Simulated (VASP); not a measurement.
# Al16Au in VASP: single point with r2SCAN

Aim: the single point of Al16Au with r2SCAN.

Everything below comes from runs of VASP 6.6.1. Logs are shortened: lines on timing, memory, paths and dates and some standing lists are left out, and cuts for length are marked.

### Step 1. The cell of the first run

The cell holds a slab with vacuum, 17 atoms: a = 5.728 Å, b = 5.728 Å, c = 17.075 Å, α = 90.00°, β = 90.00°, γ = 90.00°.

### Step 2. Single point, r2SCAN

Input file POSCAR:

```
Al16Au
1.0
    5.7275650000      0.0000000000      0.0000000000
    0.0000000000      5.7275650000      0.0000000000
    0.0000000000      0.0000000000     17.0750000000
Al Au
16 1
Direct
    0.2499999564      0.2499999564      0.0585652123
    0.7500000436      0.2499999564      0.0585652123
    0.2499999564      0.7500000436      0.0585652123
    0.7500000436      0.7500000436      0.0585652123
   -0.0028937253      0.0009174929      0.1781529722
    0.4943123299      0.0038648186      0.1773809078
   -0.0031110952      0.4993975625      0.1781986530
    0.4946318374      0.4965883408      0.1774750220
    0.2410888397      0.2500970308      0.2915242167
    0.7377547003      0.2500626357      0.2926965739
    0.2429802193      0.7503342171      0.2917888141
    0.7356155714      0.7507438152      0.2876939971
   -0.0317400152     -0.0139350666      0.4078724451
    0.4831732158     -0.0060814674      0.4134990922
   -0.0338024972      0.5163496180      0.4070794143
    0.4816579122      0.5051539354      0.4137847145
    1.1749394376      0.2538570928      0.4978432211
```

Input file INCAR.step1:

```
PREC = Accurate ; ENCUT = 520
ISMEAR = 0 ; SIGMA = 0.05
LREAL = Auto ; LASPH = T
NELM = 100 ; NBANDS = 44
GGA = PE ; ALGO = Normal
EDIFF = 1E-4 ; LWAVE = T
LCHARG = F
```

Input file INCAR.step2:

```
PREC = Accurate ; ENCUT = 520
EDIFF = 1E-7 ; ISMEAR = 0
SIGMA = 0.05 ; LREAL = Auto
LASPH = T ; NELM = 100
ALGO = Normal ; ISIF = 2
LWAVE = F ; LCHARG = T
METAGGA = R2SCAN ; LMIXTAU = T
LELF = T ; LVHAR = T
NBANDS = 44 ; ISTART = 1
```

Input file KPOINTS:

```
Automatic mesh
0
Gamma
  4 4 1
```

Potentials or basis: VASP PAW PBE potentials, release 64 (Al, Au).

Started as:

```console
> cat potpaw_PBE.64/Al/POTCAR potpaw_PBE.64/Au/POTCAR > POTCAR
> cp INCAR.step1 INCAR
> mpirun -np 1 vasp_std > vasp.out
> cp INCAR.step2 INCAR
> mpirun -np 1 vasp_std > vasp.out
```

OUTCAR:

```text
PREC = Accurate
   ENCUT = 520
   EDIFF = 1E-7
   ISMEAR = 0
   LREAL = Auto
   LASPH = T
   NELM = 100
   ISIF = 2
   METAGGA = R2SCAN
   ISTART = 1

 ion  position               nearest neighbor table
   1  0.250  0.250  0.059-   6 2.84   8 2.84   2 2.86   3 2.86   2 2.86   3 2.86   5 2.88   7 2.88

   2  0.750  0.250  0.059-   1 2.86   4 2.86   4 2.86   1 2.86   5 2.86   7 2.87   6 2.87   8 2.87

   3  0.250  0.750  0.059-   6 2.86   8 2.86   1 2.86   4 2.86   4 2.86   1 2.86   5 2.89   7 2.89
[... 12 lines left out ...]
                            16 2.90  14 2.90  13 2.95  15 2.95
  10  0.738  0.250  0.293-   8 2.79   6 2.79  15 2.80  13 2.81   7 2.84   5 2.84   9 2.84  12 2.86
                            12 2.87   9 2.88  14 2.92  16 2.93
  11  0.243  0.750  0.292-   5 2.79   7 2.80  12 2.82   6 2.83   8 2.83  14 2.86  16 2.86  15 2.86
                             9 2.86   9 2.87  13 2.87  12 2.91
  12  0.736  0.751  0.288-   6 2.75   8 2.75  15 2.78   5 2.79  13 2.79   7 2.79  11 2.82  10 2.86
                            10 2.87  11 2.91  14 2.94  16 2.95
  13  0.968  0.986  0.408-  17 2.47  15 2.69  14 2.78  12 2.79  10 2.81  11 2.87   9 2.95  14 2.95
                            15 3.04
  14  0.483  0.994  0.413-  17 2.72  13 2.78  16 2.80  11 2.86   9 2.90  10 2.92  16 2.93  12 2.94
                            13 2.95
  15  0.966  0.516  0.407-  17 2.47  13 2.69  12 2.78  16 2.78  10 2.80  11 2.86   9 2.95  16 2.96
                            13 3.04
  16  0.482  0.505  0.414-  17 2.69  15 2.78  14 2.80  11 2.86   9 2.90  10 2.93  14 2.93  12 2.95
                            15 2.96
  17  0.175  0.254  0.498-  15 2.47  13 2.47  16 2.69  14 2.72

  LATTYP: Found a simple tetragonal cell.
 ALAT       =     5.7275650000
 C/A-ratio  =     2.9811970707

  Lattice vectors:

 A1 = (   5.7275650000,   0.0000000000,   0.0000000000)
 A2 = (   0.0000000000,   5.7275650000,   0.0000000000)
 A3 = (   0.0000000000,   0.0000000000,  17.0750000000)

Analysis of symmetry for initial positions (statically):
=====================================================================
 Subroutine PRICEL returns:
 Original cell was already a primitive cell.

 Routine SETGRP: Setting up the symmetry group for a
 simple tetragonal supercell.

 Subroutine GETGRP returns: Found  1 space group operations
 (whereof  1 operations were pure point group operations)
 out of a pool of 16 trial point group operations.

The static configuration has the point symmetry C_1 .

Analysis of symmetry for dynamics (positions and initial velocities):
=====================================================================
 Subroutine PRICEL returns:
 Original cell was already a primitive cell.

 Routine SETGRP: Setting up the symmetry group for a
 simple tetragonal supercell.

 Subroutine GETGRP returns: Found  1 space group operations
 (whereof  1 operations were pure point group operations)
 out of a pool of 16 trial point group operations.

The dynamic configuration has the point symmetry C_1 .

 Subroutine INISYM returns: Found  1 space group operations
 (whereof  1 operations are pure point group operations),
 and found     1 'primitive' translations

----------------------------------------------------------------------------------------

                                     Primitive cell

  volume of cell :     560.1454

  direct lattice vectors                    reciprocal lattice vectors
     5.727565000  0.000000000  0.000000000     0.174594265  0.000000000  0.000000000
     0.000000000  5.727565000  0.000000000     0.000000000  0.174594265  0.000000000
     0.000000000  0.000000000 17.075000000     0.000000000  0.000000000  0.058565154

  length of vectors
     5.727565000  5.727565000 17.075000000     0.174594265  0.174594265  0.058565154

  position of ions in fractional coordinates (direct lattice)
     0.249999956  0.249999956  0.058565212
     0.750000044  0.249999956  0.058565212
     0.249999956  0.750000044  0.058565212
     0.750000044  0.750000044  0.058565212
     0.997106275  0.000917493  0.178152972
     0.494312330  0.003864819  0.177380908
[... 9 lines left out ...]
     0.481657912  0.505153935  0.413784714
     0.174939438  0.253857093  0.497843221

  ion indices of the primitive-cell ions
   primitive index   ion index
                 1           1
                 2           2
                 3           3
                 4           4
                 5           5
                 6           6
[... 9 lines left out ...]
                16          16
                17          17

----------------------------------------------------------------------------------------

 KPOINTS: Automatic mesh

Automatic generation of k-mesh.
 Grid dimensions read from file:
 generate k-points for:    4    4    1

 Generating k-lattice:

  Cartesian coordinates                     Fractional coordinates (reciprocal lattice)
     0.043648566  0.000000000  0.000000000     0.250000000  0.000000000  0.000000000
     0.000000000  0.043648566  0.000000000     0.000000000  0.250000000  0.000000000
     0.000000000  0.000000000  0.058565154     0.000000000  0.000000000  1.000000000

  Length of vectors
     0.043648566  0.043648566  0.058565154

  Shift w.r.t. Gamma in fractional coordinates (k-lattice)
     0.000000000  0.000000000  0.000000000

 Subroutine IBZKPT returns following result:
 ===========================================

 Found     10 irreducible k-points:

 Following reciprocal coordinates:
            Coordinates               Weight
  0.000000  0.000000  0.000000      1.000000
  0.250000  0.000000  0.000000      2.000000
  0.000000  0.250000  0.000000      2.000000
  0.500000  0.000000  0.000000      1.000000
  0.000000  0.500000  0.000000      1.000000
  0.250000  0.250000  0.000000      2.000000
 -0.250000  0.250000  0.000000      2.000000
  0.500000  0.250000  0.000000      2.000000
 -0.250000  0.500000  0.000000      2.000000
  0.500000  0.500000  0.000000      1.000000
   k-points           NKPTS =     10   k-points in BZ     NKDIM =     10   number of bands    NBANDS=     44
   number of dos      NEDOS =    301   number of ions     NIONS =     17
   total plane-waves  NPLWV = 294912
   dimension x,y,z NGX =    48 NGY =   48 NGZ =  128
   dimension x,y,z NGXF=    96 NGYF=   96 NGZF=  256
   ions per type =              16   1
   NGX,Y,Z   is equivalent  to a cutoff of  13.93, 13.93, 12.46 a.u.
   NGXF,Y,Z  is equivalent  to a cutoff of  27.86, 27.86, 24.92 a.u.
 SYSTEM =  unknown system
   PREC   = accura    normal or accurate (medium, high low for compatibility)
   ISTART =      1    job   : 0-new  1-cont  2-samecut
   ICHARG =      0    charge: 1-file 2-atom 10-const
   ISPIN  =      1    spin polarized calculation?
   LNONCOLLINEAR =      F non collinear calculations
   LSORBIT =      F    spin-orbit coupling
   LASPH  =      T    aspherical Exc in radial PAW
   ENCUT  =  520.0 eV  38.22 Ry    6.18 a.u.  10.65 10.65 31.75*2*pi/ulx,y,z
   NELM   =    100;   NELMIN=  2; NELMDL=  0     # of ELM steps
   EDIFF  = 0.1E-06   stopping-criterion for ELM
   LREAL  =      T    real-space projection
   EDIFFG = 0.1E-05   stopping-criterion for IOM
   NSW    =      0    number of steps for IOM
   IBRION =     -1    ionic relax: 0-MD 1-quasi-New 2-CG
   NFREE  =      0    steps in history (QN), initial steepest desc. (CG)
   ISIF   =      2    stress and relaxation
   ISYM   =      2    0-nonsym 1-usesym 2-fastsym
   POTIM  = 0.5000    time-step for ionic-motion
   TEBEG  =    0.0;   TEEND  =   0.0 temperature during run
   PSTRESS=    0.0 pullay stress
   NELECT =      59.0000    total number of electrons
   NUPDOWN=      -1.0000    fix difference up-down
   EMIN   =  10.00;   EMAX   =-10.00  energy-range for DOS
   EFERMI =   0.00;   METHOD = LEGACY
   ISMEAR =     0;   SIGMA  =   0.05  broadening in eV -4-tet -1-fermi 0-gaus
   EFERMI_NEDOS =   21; number of points for ismear=-14 and -15
   IALGO  =     38    algorithm
   IMIX   =      4    mixing-type and parameters
     AMIX     =   0.40;   BMIX     =  1.00
     AMIX_MAG =   1.60;   BMIX_MAG =  1.00
  volume/ion in A,a.u.               =      32.95       222.36
  Fermi-wavevector in a.u.,A,eV,Ry     =   0.773141  1.461024  8.132837  0.597747
  Thomas-Fermi vector in A             =   1.874922
   LORBIT       =      0    0 simple, 1 ext, 2 COOP (PROOUT), +10 PAW based schemes
   METAGGA = R2SCAN    functional components
   LHFCALC =     F    Hartree Fock is set to
   AEXX    =    0.0000 exact exchange contribution
   IVDW    =     0    specifies the selected vdW correction
   LEPSILON=     F    determine dielectric tensor
   LRPA    =     F    only Hartree local field effects (RPA)
 non-spin polarized calculation
 Gauss-broadening in eV      SIGMA  =   0.05
  energy-cutoff  :      520.00
  volume of cell :      560.15
 maximum number of plane-waves:     15106
 NGX is ok and might be reduce to    48
   NGX = 21   NGY = 21   NGZ = 63

 number of electron      58.9999999 magnetization

 Free energy of the ion-electron system (eV)
  ---------------------------------------------------
  ext. energy  EPLUGINS =         0.00000000
  ---------------------------------------------------
  free energy    TOTEN  =      -154.18894832 eV

  energy without entropy =     -154.18298424  energy(sigma->0) =     -154.18596628

 E-fermi :   1.9594     XC(G=0):  -6.5885

 val. band max:        1.9353978770   @ k =   0.2500   0.2500   0.0000
 cond. band min:       2.0631539531   @ k =   0.0000   0.2500   0.0000
 fundamental gap:      0.1277560762
 Fermi energy:         1.9593634176

 k-point     1 :       0.0000    0.0000    0.0000
  band No.  band energies     occupation
      1      -9.4505      2.00000
      2      -7.9905      2.00000
      3      -5.9284      2.00000
      4      -4.8622      2.00000
      5      -4.8355      2.00000
      6      -4.8064      2.00000
[... 429 lines left out ...]
     40       4.5605      0.00000
     41       4.5662      0.00000
 [bands above 41 left out]

------------------------ aborting loop because EDIFF is reached ----------------------------------------

  FORCE on cell =-STRESS in cart. coord.  units (eV):
  Direction    XX          YY          ZZ          XY          YZ          ZX
  --------------------------------------------------------------------------------------
  -------------------------------------------------------------------------------------
  Total       -8.7866186     -8.2072640     -1.9267938      0.0255225     -0.0722934      2.2806370
  in kB      -25.1322627    -23.4751416     -5.5111859      0.0730017     -0.2067799      6.5232794
  external PRESSURE =     -18.0395300 kB  Pullay stress =       0.0000000 kB

 VOLUME and BASIS-vectors are now :
 -----------------------------------------------------------------------------
  energy-cutoff  :      520.00
  volume of cell :      560.15
      direct lattice vectors                 reciprocal lattice vectors
     5.727565000  0.000000000  0.000000000     0.174594265  0.000000000  0.000000000
     0.000000000  5.727565000  0.000000000     0.000000000  0.174594265  0.000000000
     0.000000000  0.000000000 17.075000000     0.000000000  0.000000000  0.058565154

 POSITION                                       TOTAL-FORCE (eV/Angst)
 -----------------------------------------------------------------------------------
      1.43189      1.43189      1.00000        -0.024751      0.001411      0.044543
      4.29567      1.43189      1.00000        -0.027749      0.004656      0.064647
      1.43189      4.29567      1.00000        -0.060232      0.000994      0.076341
      4.29567      4.29567      1.00000         0.005027     -0.002229      0.038692
      5.71099      0.00526      3.04196        -0.008698      0.002727      0.000966
      2.83121      0.02214      3.02878        -0.016915     -0.015914      0.004750
[... 9 lines left out ...]
      2.75873      2.89330      7.06537        -0.046649      0.026176      0.027402
      1.00198      1.45398      8.50067         0.699845     -0.033014     -0.365391
 -----------------------------------------------------------------------------------
    total drift:                                0.012481     -0.003765     -0.001282

  FREE ENERGIE OF THE ION-ELECTRON SYSTEM (eV)
  ---------------------------------------------------
  free  energy   TOTEN  =      -154.1889483236 eV

  energy  without entropy=     -154.1829842417  energy(sigma->0) =     -154.18596628
```

It took 71 min on 1 thread of Intel Xeon 8259CL, shared host; peak memory 0.77 GiB.

What came out:

```yaml
Free_energy: -154.1889 eV
Largest_force: 0.790 eV/Å
Band_gap_on_the_k_mesh: zero (an odd number of electrons rules out a gap without spin polarisation)
```

Forces on the atoms (eV/Å):
```
Al  -0.025  0.001  0.045
Al  -0.028  0.005  0.065
Al  -0.060  0.001  0.076
Al   0.005 -0.002  0.039
Al  -0.009  0.003  0.001
Al  -0.017 -0.016  0.005
Al  -0.004 -0.003  0.001
Al  -0.023  0.016  0.001
Al  -0.045  0.004 -0.016
Al  -0.050  0.003 -0.002
Al  -0.037  0.000  0.039
Al  -0.043 -0.001 -0.016
Al  -0.133  0.010  0.010
Al  -0.065  0.002  0.052
Al  -0.121 -0.015  0.037
Al  -0.047  0.026  0.027
Au   0.700 -0.033 -0.365
```

Caveat: there is no dipole correction, which matters where the two faces differ; the PAW data sets were made with another functional, which shifts forces and pressure a little; spin-orbit coupling is left out, which moves the levels of the heavy elements.

The gap in the log of VASP goes by the Fermi energy; the results here count the filled bands.